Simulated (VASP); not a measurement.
Ge:

```xyz
2
Lattice="0.0000 2.5336 2.5336 2.5336 0.0000 2.5336 2.5336 2.5336 0.0000" Properties=species:S:1:pos:R:3 pbc="T T T"
Ge   -0.6334   -0.6334   -0.6334
Ge    0.6334    0.6334    0.6334
```

Base run:

| Property | Result |
| --- | --- |
| Program | VASP 6.6.1 |
| Functional | PBE |
| Potentials or basis | VASP PAW PBE potentials, release 64 (Ge_d) |
| Cutoff | 520 eV |
| k mesh | 11 × 11 × 11 |
| Occupations | fermi-dirac, width 0.08 eV |
| Spin | no spin polarisation |

Its results: band gap on the k mesh zero (bands 14 and 15 overlap by 0.04 eV); pressure 55.3 GPa.

The run is repeated on the same cell with these changes: further incar settings from ALGO = Normal; EDIFF = 1e-06; NBANDS = 21 to ALGO = Normal; EDIFF = 1e-07; NBANDS = 21. What comes out?

Band gap on the k mesh zero (bands 14 and 15 overlap by 0.04 eV); pressure 55.9 GPa.

Caveats: the cell stands under pressure; semilocal functionals underestimate gaps, so a narrow gap can read as zero.
